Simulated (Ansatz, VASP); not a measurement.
# One calculation of AlN, two programs

The input INCAR:

```
PREC     = Accurate       # precision mode
ENCUT    = 520            # plane-wave cutoff, eV
EDIFF    = 1E-7           # SCF threshold, eV
ISMEAR   = 0              # smearing method
SIGMA    = 0.05           # smearing width, eV
LREAL    = F              # projectors in reciprocal space
LASPH    = T              # aspherical terms in the spheres
NELM     = 100            # most SCF steps
ALGO     = Normal         # electronic algorithm
ISIF     = 2              # what is computed and relaxed
LWAVE    = F              # write WAVECAR
LCHARG   = T              # write CHGCAR
GGA      = CA             # functional
LELF     = T              # ELF
LVHAR    = T            
NBANDS   = 16             # bands
```

The input KPOINTS:

```
regular mesh
0
Gamma
  9 9 6
```

Contents of POSCAR:

```
AlN
1.0
    3.3030490248      0.0000000000      0.0000000000
   -1.6515245124      2.8605243654      0.0000000000
    0.0000000000      0.0000000000      4.1347231278
Al N
2 2
Direct
    0.3333333333      0.6666666667      0.7718758780
    0.6666666667      0.3333333333      0.2718758780
    0.3333333333      0.6666666667      0.2078607238
    0.6666666667      0.3333333333      0.7078607238
```

Input for Ansatz:

```yaml
crystal:
  lattice:
    - [3.3030490248, 0.0, 0.0]
    - [-1.6515245124, 2.8605243654, 0.0]
    - [0.0, 0.0, 4.1347231278]
  atoms:
    - { symbol: Al, position: [0.3333333333, 0.6666666667, 0.771875878] }
    - { symbol: Al, position: [0.6666666667, 0.3333333333, 0.271875878] }
    - { symbol: "N", position: [0.3333333333, 0.6666666667, 0.2078607238] }
    - { symbol: "N", position: [0.6666666667, 0.3333333333, 0.7078607238] }
basis:
  ecutwfc: 520.0
kpoints:
  mp_grid: { grid: [9, 9, 6] }
hamiltonian:
  xc: lda
  pseudopotentials: { kind: paw, azcp: { folder: soft_1 } }
scf:
  occupations: { method: gaussian, width: 0.05 }
output:
  forces: true
  stress: true
  eigenvalues: true
```

Change from the starting cell: mode 4 frozen in at -0.173 Å, equal normal strain along x, y and z +0.0083.

Alike in both runs: task single point; functional LDA; k mesh 9 × 9 × 6; occupations gaussian, width 0.05 eV; no spin polarisation.

|  | VASP | Ansatz |
| --- | --- | --- |
| version | VASP 6.6.1 | Ansatz 0.2.0 |
| potentials or method | VASP PAW LDA potentials, release 64 (Al, N), cutoff 520 eV | scalar-relativistic, plane waves, PAW |
| valence electrons in the cell | 16 | 16 |

```tsv
	VASP	Ansatz	Ansatz less VASP
gap on the k mesh at the Fermi level (eV)	3.73	3.72	-0.005
least direct gap on the mesh (eV)	3.73	3.72	-0.005
pressure (GPa)	2.8	2.1	-0.69
traceless stress, the component that is largest in VASP (GPa)	23.89	23.55	-0.334
rms of the force components (eV/Å)	0.957	0.926	-0.0307
```

Ansatz warns that its potentials were made for another functional, while VASP's fit it. LDA's correlation is that of Perdew and Zunger in VASP and of Perdew and Wang (1992) in Ansatz. Atom by atom the forces differ by 0.031 eV/Å (rms over components).
